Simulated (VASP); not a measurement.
MgSc2C2:

```
Mg Sc C
1.0
     3.82648    0.00000    0.00000
    -1.91324    3.31383    0.00000
     0.00000    0.00000    6.47791
Mg Sc C
1 2 2
Direct
  0.00000 0.00000 0.00000
  0.33333 0.66667 0.63180
  0.66667 0.33333 0.36820
  0.33333 0.66667 0.26060
  0.66667 0.33333 0.73940
```

| Quantity | Value |
| --- | --- |
| Program | VASP 6.6.1 |
| Task | relaxation of cell and atoms |
| Functional | PBE |
| Potentials or basis | VASP PAW PBE potentials, release 64 (Mg, Sc_sv, C) |
| Cutoff | 600 eV |
| k mesh | 6 × 6 × 4 |
| Occupations | gaussian, width 0.1 eV |
| Spin | no spin polarisation |

At the start: pressure -7.4 GPa; volume 16.43 Å³/atom.

Q: How do energy, volume and symmetry change on relaxing?

A: Over 16 steps the energy falls by 255.4 meV/atom and the volume is 13.54 Å³/atom (-17.6 %); space group P-3m1 (No. 164, to 0.05 Å).

The path:
```
step  energy change (eV)  largest force (eV/Å)  pressure (GPa)  volume (Å³)
   1              0.0000                2.9341           -7.36        82.14
   2             -0.7567                1.2663            3.45        73.49
   3             -0.7638                1.0346            5.12        72.55
   4             -0.9701                0.5154           -0.91        75.26
   5             -0.9761                0.4863           -2.07        75.85
   6             -1.0461                0.3344           -1.42        74.25
   7             -1.1429                0.3428            1.28        69.85
   8             -1.1499                0.4925            2.56        68.36
   9             -1.1944                0.4296            0.66        68.57
  10             -1.2429                0.4687           -2.73        68.90
  11             -1.2437                0.4199           -2.16        68.85
  12             -1.2663                0.2432            0.24        67.22
  13             -1.2682                0.2736           -0.34        67.56
  14             -1.2740                0.1674           -0.06        67.50
  15             -1.2762                0.0522            0.29        67.44
  16             -1.2768                0.0232           -0.21        67.72
```

Final structure:
```xyz
5
Lattice="3.9668 0.0000 0.0000 -1.9834 3.4353 0.0000 0.0000 0.0000 4.9698" Properties=species:S:1:pos:R:3 pbc="T T T"
Mg    0.0000    0.0000    0.0000
Sc    0.0000    2.2902    3.5234
Sc    1.9834    1.1451    1.4464
C     0.0000    2.2902    1.1496
C     1.9834    1.1451    3.8202
```

Caveat: the volume moved by over 15 % at a fixed basis, so the end points are rough.
